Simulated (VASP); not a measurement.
Crystal: PbS (Galena).

```
Pb S
1.0
     0.00000    2.97057    2.97057
     2.97057    0.00000    2.97057
     2.97057    2.97057    0.00000
Pb S
1 1
Direct
  0.00000 0.00000 0.00000
  0.50000 0.50000 0.50000
```

Base run:

- Program: VASP 6.6.1
- Functional: PBEsol
- Potentials or basis: VASP PAW PBE potentials, release 64 (Pb_d, S)
- Cutoff: 500 eV
- k mesh: 6 × 6 × 6
- Occupations: gaussian, width 0.01 eV
- Spin: no spin polarisation

Its results: pressure -1.2 GPa.

Q: The run is repeated on the same cell with these changes: k mesh from 6 × 6 × 6 to 3 × 3 × 3. What comes out?

A: Pressure -2.3 GPa.

Caveats: some runs use coarse meshes; the PAW data sets were made with another functional, which shifts forces and pressure a little.
